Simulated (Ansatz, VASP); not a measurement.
# NaI: VASP beside Ansatz

File POSCAR:

```
NaI
1.0
    0.0000000000      3.2849460000      3.1878540000
    3.2849460000      0.0000000000      3.1878540000
    3.2849460000      3.2849460000      0.0000000000
Na I
1 1
Direct
    0.0000000000      0.0000000000      0.0000000000
    0.5000000000      0.5000000000      0.5000000000
```

File INCAR.step1:

```
SYSTEM = NaI
PREC = Accurate ; ENCUT = 520
ISMEAR = 0 ; SIGMA = 0.05
LREAL = .False. ; LASPH = .True.
NELM = 80 ; NBANDS = 14
GGA = PE ; ALGO = Normal
EDIFF = 1E-4 ; LWAVE = .True.
LCHARG = .False.
```

Contents of INCAR.step2:

```
SYSTEM = NaI
PREC = Accurate ; ENCUT = 520
EDIFF = 1E-6 ; ISMEAR = 0
SIGMA = 0.05 ; LREAL = .False.
LASPH = .True. ; NELM = 80
ALGO = Normal ; ISIF = 2
LWAVE = .False. ; LCHARG = .False.
METAGGA = R2SCAN ; LMIXTAU = .True.
NBANDS = 14 ; ISTART = 1
```

Contents of KPOINTS:

```
Automatic mesh
0
Gamma
  6 6 6
  0 0 0
```

Input for Ansatz:

```yaml
crystal:
  lattice:
    - [0.0, 3.284946, 3.187854]
    - [3.284946, 0.0, 3.187854]
    - [3.284946, 3.284946, 0.0]
  atoms:
    - { symbol: Na, position: [0.0, 0.0, 0.0] }
    - { symbol: I, position: [0.5, 0.5, 0.5] }
basis:
  ecutwfc: 500
kpoints:
  mp_grid: { grid: [6, 6, 6] }
hamiltonian:
  xc: r2scan
scf:
  occupations: { method: gaussian, width: 0.05 }
output:
  forces: true
  stress: true
  eigenvalues: true
```

Change from the starting cell: strain +0.015 along x and y, -0.015 along z, atoms carried along.

Alike in both runs: task single point; functional r2SCAN; k mesh 6 × 6 × 6; occupations gaussian, width 0.05 eV; no spin polarisation.

|  | VASP | Ansatz |
| --- | --- | --- |
| version | VASP 6.6.1 | Ansatz 0.2.0 |
| potentials or method | VASP PAW PBE potentials, release 64 (Na_pv, I), cutoff 520 eV | scalar-relativistic, plane waves, PAW |
| valence electrons in the cell | 14 | 26 |

|  | VASP | Ansatz | Ansatz less VASP |
| --- | --- | --- | --- |
| gap on the k mesh at the Fermi level (eV) | 4.38 | 4.37 | -0.009 |
| least direct gap on the mesh (eV) | 4.38 | 4.37 | -0.009 |
| pressure (GPa) | -0.4 | -0.3 | +0.10 |
| traceless stress, the component that is largest in VASP (GPa) | 0.52 | 0.52 | 0.000 |

VASP's potentials were made for PBE, not for r2SCAN. VASP's potentials hold 14 valence electrons a cell and Ansatz's 26, so a difference there can come from the potentials and not from the codes.

Neither program's run includes spin-orbit coupling.
